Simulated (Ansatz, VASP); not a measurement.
Si: VASP beside Ansatz

```
CELL_PARAMETERS angstrom
0.00000 2.73483 2.73483
2.73483 0.00000 2.73483
2.73483 2.73483 0.00000
ATOMIC_POSITIONS crystal
Si 0.00000 0.00000 0.00000
Si 0.25000 0.25000 0.25000
```

Alike in both runs: functional PBE; k mesh 10 × 10 × 10; occupations gaussian, width 0.02 eV; no spin polarisation.

Ansatz relaxed the structure, and its values are those at the end. VASP's run is a single point on that final structure, the one shown.

|  | VASP | Ansatz |
| --- | --- | --- |
| version | VASP 6.6.1 | Ansatz 0.2.0 |
| potentials or method | VASP PAW PBE potentials, release 64 (Si), cutoff 500 eV | scalar-relativistic, plane waves, PAW |
| valence electrons in the cell | 8 | 8 |

```tsv
	VASP	Ansatz	Ansatz less VASP
gap on the k mesh at the Fermi level (eV)	0.62	0.62	-0.001
least direct gap on the mesh (eV)	2.56	2.55	-0.005
pressure (GPa)	0.0	0.0	+0.06
```
